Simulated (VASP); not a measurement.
Al, 2 atoms in the cell. Symmetry: I4/mmm, No. 139, tetragonal system. The conventional cell has a = 2.826 Å, b = 2.826 Å, c = 4.223 Å, α = 90.00°, β = 90.00°, γ = 90.00°. Al (site symmetry 4/mmm) has 12 Al at 2.83 to 2.91 Å within 3.7 Å.  This cell differs from its parent crystal: uniaxial strain along c: +4.5 %.

| Property | Result |
| --- | --- |
| Program | VASP 6.6.1 |
| Task | single point |
| Functional | PBE |
| Potentials or basis | VASP PAW PBE potentials, release 64 (Al) |
| Cutoff | 520 eV |
| k mesh | 18 × 18 × 14 |
| Occupations | gaussian, width 0.1 eV |
| Spin | no spin polarisation |
| Dipole correction | no |
| Further INCAR settings | ALGO = Normal; EDIFF = 1e-07; NBANDS = 10 |

Potentials or basis: VASP PAW PBE potentials, release 64 (Al).

Command:

```bash
$ cat potpaw_PBE.64/Al/POTCAR > POTCAR
$ mpirun -np 1 vasp_std > vasp.out
```

Hardware: 1 thread of AMD EPYC 9R45 96-Core Processor (Zen 5), with other jobs on the host.

Problem. How long does it take, and how much memory?

Solution. Run time: 54 s on 1 thread of AMD EPYC 9R45 96-Core Processor (Zen 5) (shared host), peak memory 0.2 GiB. Counts: scf iterations 11, k points 440.
